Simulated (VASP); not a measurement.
# MnO (Fm-3m) in VASP: a series of runs, part 2 of 2

VASP 6.6.1. Earlier steps stand in the parts before.

## 4. Relaxation of cell and atoms, LDA, collinear spin, ferromagnetic start

Input file INCAR:

```
PREC = Accurate
ENCUT = 600
EDIFF = 1E-6
ISMEAR = -1
SIGMA = 0.05
LREAL = False
LASPH = True
NELM = 150
ALGO = Normal
ISIF = 3
LWAVE = False
LCHARG = False
ISPIN = 2
MAGMOM = 4 0
LORBIT = 11
LMAXMIX = 4
IBRION = 2
NSW = 80
EDIFFG = -0.01
```

Input file KPOINTS:

```
regular mesh
0
Gamma
  10 10 10
```

Input file POSCAR:

```
MnO
1.0
    0.0000000000      2.2239077028      2.2239077028
    2.2239077028      0.0000000000      2.2239077028
    2.2239077028      2.2239077028      0.0000000000
Mn O
1 1
Direct
    0.0000000000      0.0000000000      0.0000000000
    0.5000000000      0.5000000000      0.5000000000
```

Potentials or basis: VASP PAW LDA potentials, release 64 (Mn_pv, O).

On the command line:

```
$ cat potpaw_LDA.64/Mn_pv/POTCAR potpaw_LDA.64/O/POTCAR > POTCAR
$ mpirun -np 1 vasp_std > vasp.out
```

OUTCAR:

```text
PREC = Accurate
   ENCUT = 600
   EDIFF = 1E-6
   ISMEAR = -1
   LREAL = False
   LASPH = True
   NELM = 150
   ISIF = 3
   ISPIN = 2
   LORBIT = 11
   IBRION = 2
   NSW = 80
   EDIFFG = -0.01

 ion  position               nearest neighbor table
   1  0.000  0.000  0.000-   2 2.22   2 2.22   2 2.22   2 2.22   2 2.22   2 2.22
   2  0.500  0.500  0.500-   1 2.22   1 2.22   1 2.22   1 2.22   1 2.22   1 2.22

  LATTYP: Found a face centered cubic cell.
 ALAT       =     4.4478154056

  Lattice vectors:

 A1 = (   0.0000000000,   2.2239077028,   2.2239077028)
 A2 = (   2.2239077028,   0.0000000000,   2.2239077028)
 A3 = (   2.2239077028,   2.2239077028,   0.0000000000)

Analysis of symmetry for initial positions (statically):
=====================================================================
 Subroutine PRICEL returns:
 Original cell was already a primitive cell.

 Routine SETGRP: Setting up the symmetry group for a
 face centered cubic supercell.

 Subroutine GETGRP returns: Found 48 space group operations
 (whereof 48 operations were pure point group operations)
 out of a pool of 48 trial point group operations.

The static configuration has the point symmetry O_h .

Analysis of symmetry for dynamics (positions and initial velocities):
=====================================================================
 Subroutine PRICEL returns:
 Original cell was already a primitive cell.

 Routine SETGRP: Setting up the symmetry group for a
 face centered cubic supercell.

 Subroutine GETGRP returns: Found 48 space group operations
 (whereof 48 operations were pure point group operations)
[... 287 lines left out ...]
 fundamental gap:      0.0206460614
 Fermi energy:         9.3460768519

 spin component 1

 k-point     1 :       0.0000    0.0000    0.0000
  band No.  band energies     occupation
      1     -40.2470      1.00000
      2     -40.2470      1.00000
      3     -40.2470      1.00000
      4     -12.1838      1.00000
      5       4.7300      1.00000
      6       4.7300      1.00000
      7       4.7300      1.00000
      8       6.2134      1.00000
      9       6.2134      1.00000
     10       6.2134      1.00000
     11       6.8418      1.00000
     12       6.8418      1.00000
     13       9.8911      0.00002
     14      23.8751      0.00000
[... 403 lines left out ...]
      4     -11.0534      1.00000
      5       0.9028      1.00000
      6       3.0906      1.00000
      7       3.3724      1.00000
      8       5.4463      1.00000
      9       7.5194      1.00000
     10       7.8629      1.00000
     11       7.9552      1.00000
     12       8.6014      1.00000
     13      15.3398      0.00000
     14      19.4330      0.00000
     15      20.6627      0.00000

 [... further k-points ...]

 spin component 2

 k-point     1 :       0.0000    0.0000    0.0000
  band No.  band energies     occupation
      1     -36.6248      1.00000
      2     -36.6248      1.00000
      3     -36.6248      1.00000
      4     -11.7766      1.00000
      5       5.1032      1.00000
      6       5.1032      1.00000
      7       5.1032      1.00000
      8       9.1104      0.99111
      9       9.1104      0.99111
     10       9.1104      0.99111
     11       9.8974      0.00002
     12       9.8974      0.00002
     13      10.7333      0.00000
     14      24.3637      0.00000
[... 444 lines left out ...]
  FREE ENERGIE OF THE ION-ELECTRON SYSTEM (eV)
  ---------------------------------------------------
  free  energy   TOTEN  =       -17.8096414859 eV

  energy  without entropy=      -17.7957989788  energy(sigma->0) =      -17.80272023

 reached required accuracy - stopping structural energy minimisation

 total charge

# of ion       s       p       d       tot
------------------------------------------
    1        0.235   6.236   5.121  11.592
    2        1.549   3.443   0.000   4.991
--------------------------------------------------
tot          1.784   9.678   5.121  16.584

 magnetization (x)

# of ion       s       p       d       tot
------------------------------------------
    1        0.026   0.019   3.599   3.644
    2        0.031   0.121   0.000   0.152
--------------------------------------------------
tot          0.058   0.140   3.599   3.796
```

OSZICAR:

```text
N       E                     dE             d eps       ncg     rms          rms(c)
DAV:   1     0.170541689978E+03    0.17054E+03   -0.12027E+04  2820   0.164E+03
DAV:   2    -0.115638975128E+02   -0.18211E+03   -0.17233E+03  3100   0.411E+02
[... 40 lines left out ...]
DAV:   2    -0.178098284794E+02    0.44486E-02   -0.12461E-02  2827   0.178E+00    0.531E-01
DAV:   3    -0.178096838796E+02    0.14460E-03   -0.92726E-04  3247   0.337E-01    0.193E-01
DAV:   4    -0.178096691136E+02    0.14766E-04   -0.10849E-04  2855   0.150E-01    0.776E-02
DAV:   5    -0.178096511317E+02    0.17982E-04   -0.32203E-05  2911   0.610E-02    0.452E-02
DAV:   6    -0.178096424516E+02    0.86800E-05   -0.93951E-06  2953   0.480E-02    0.208E-02
DAV:   7    -0.178096414859E+02    0.96576E-06   -0.19528E-06  2589   0.202E-02
   4 F= -.17809641E+02 E0= -.17802720E+02  d E =-.220670E+00  mag=     3.9529
```

Wall time 60 s (1 thread of Intel Xeon 6975P-C (Granite Rapids), shared host); peak memory 0.17 GiB.

Results:

- Free energy: -17.8096 eV
- Relaxed volume: 9.32 Å³/atom
- Relaxed cell: a = 2.976 Å, b = 2.976 Å, c = 2.976 Å, α = 60.00°, β = 60.00°, γ = 60.00°
- Space group after relaxing (to 0.05 Å): Fm-3m (No. 225)
- Energy gained by relaxing: 110.3 meV/atom
- Ionic steps: 4
- Pressure after relaxing: 0.0 GPa
- Net moment: 3.95 μB per cell
- Site moments: Mn +3.64; O +0.15 μB
- Valence electrons inside the program's atomic spheres: Mn 11.59; O 4.99

The path:
```
step  energy change (eV)  largest force (eV/Å)  pressure (GPa)  volume (Å³)
   1              0.0000                0.0000          -17.97        22.00
   2             -0.2183                0.0000            2.21        18.30
   3             -0.2206                0.0000            0.53        18.56
   4             -0.2207                0.0000           -0.03        18.64
```

Final structure:
```
Mn O
1.0
     0.00000    2.10447    2.10447
     2.10447    0.00000    2.10447
     2.10447    2.10447    0.00000
Mn O
1 1
Direct
  0.00000 0.00000 0.00000
  0.50000 0.50000 0.50000
```

Caveat: the volume moved by over 15 % at a fixed basis, so the end points are rough; a cell with one magnetic atom can't hold antiferromagnetic order, which such compounds often take; semilocal functionals often make such compounds metallic where correlation or magnetic order opens a gap, which also shifts bond lengths. With open d or f shells a metallic result of LDA can be an artefact of self-interaction; +U or a hybrid may open a gap.

## 5. The runs side by side

```csv
task,level,potentials or basis,cell,cutoff (eV),gap on the mesh (eV),pressure (GPa),moment (μB)
single point,PBE,"VASP PAW PBE potentials, release 64 (Mn_pv, O)","a = 3.145 Å, angles 60.0°, 2 atoms",520,none,0.2,4.79
single point,BLYP,"VASP PAW PBE potentials, release 64 (Mn_pv, O)","a = 3.181 Å, angles 60.0°, 2 atoms",520,none,0.2,4.80
relaxation of cell and atoms,LDA,"VASP PAW LDA potentials, release 64 (Mn_pv, O)","relaxed from a = 3.145 Å, angles 60.0°, 2 atoms",600,none,0.0,3.95
```

Alike in all rows: spin collinear, ferromagnetic start; k mesh 10 × 10 × 10; smearing fermi-dirac 0.05 eV.

Caveats: a cell with one magnetic atom can't hold antiferromagnetic order, which such compounds often take; semilocal functionals often make such compounds metallic where correlation or magnetic order opens a gap, which also shifts bond lengths; the PAW data sets were made with another functional, which shifts forces and pressure a little (some runs); the volume moved by over 15 % at a fixed basis, so the end points are rough (some runs).

Total energies depend on the potentials used, so only differences within one code and one set of settings carry meaning.
